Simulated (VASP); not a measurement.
The system is NbIn2S3.

```
CELL_PARAMETERS angstrom
3.86637 0.00000 0.00000
0.00000 3.86637 0.00000
0.00000 0.00000 8.20826
ATOMIC_POSITIONS crystal
Nb 0.00000 0.00000 0.62515
In 0.50000 0.50000 0.72860
In 0.00000 0.00000 0.27024
S 0.50000 0.00000 0.99856
S 0.00000 0.50000 0.99856
S 0.50000 0.50000 0.37889
```

```yaml
Program: VASP 6.6.1
Task: relaxation of cell and atoms
Functional: PBE
Potentials_or_basis: VASP PAW PBE potentials, release 64 (Nb_sv, In_d, S)
Cutoff: 600 eV
k_mesh: 4 × 4 × 2
Occupations: gaussian, width 0.1 eV
Spin: no spin polarisation
```

At the start: pressure 0.5 GPa; volume 20.45 Å³/atom.

Task: How do energy, volume and symmetry change on relaxing?

Result: Over 24 steps the energy falls by 477.4 meV/atom and the volume is 21.80 Å³/atom (+6.6 %); space group P4mm (No. 99, to 0.05 Å).

The path:
```tsv
step	energy change (eV)	largest force (eV/Å)	pressure (GPa)	volume (Å³)
1	0.0000	1.3880	0.48	122.70
2	-0.3082	1.7925	-0.44	123.75
3	-0.8796	2.2468	-2.16	125.56
4	-1.8783	1.9834	-3.70	128.41
5	-2.1893	2.9029	4.98	131.32
6	-2.4333	1.8153	0.12	130.65
7	-2.6659	0.6016	0.91	132.87
8	-2.7030	0.2687	1.81	134.08
9	-2.7128	0.2909	1.44	133.69
10	-2.7062	0.2734	-2.27	141.10
11	-2.7348	0.2253	-0.40	137.08
12	-2.7485	0.2128	-0.30	136.61
13	-2.7634	0.3703	0.02	135.43
14	-2.7734	0.3678	-0.03	135.18
15	-2.7996	0.3666	-0.16	134.42
16	-2.8294	0.3772	-0.26	132.92
17	-2.8304	0.3800	-0.24	132.47
18	-2.8494	0.2386	0.32	130.90
19	-2.8515	0.1708	0.58	130.22
20	-2.8538	0.2679	-0.90	132.27
21	-2.8576	0.1821	-0.26	131.35
22	-2.8627	0.1042	-0.04	130.74
23	-2.8635	0.0576	0.09	130.40
24	-2.8642	0.0303	-0.04	130.82
```

Final structure:
```
Nb In S
1.0
     3.44954    0.00000    0.00000
     0.00000    3.44954    0.00000
     0.00000    0.00000   10.99390
Nb In S
1 2 3
Direct
  0.00000 0.00000 0.53096
  0.50000 0.50000 0.74660
  0.00000 0.00000 0.23418
  0.50000 0.00000 0.00670
  0.00000 0.50000 0.00670
  0.50000 0.50000 0.47487
```

Caveat: the k points lie up to 0.46 Å⁻¹ apart in the final cell.
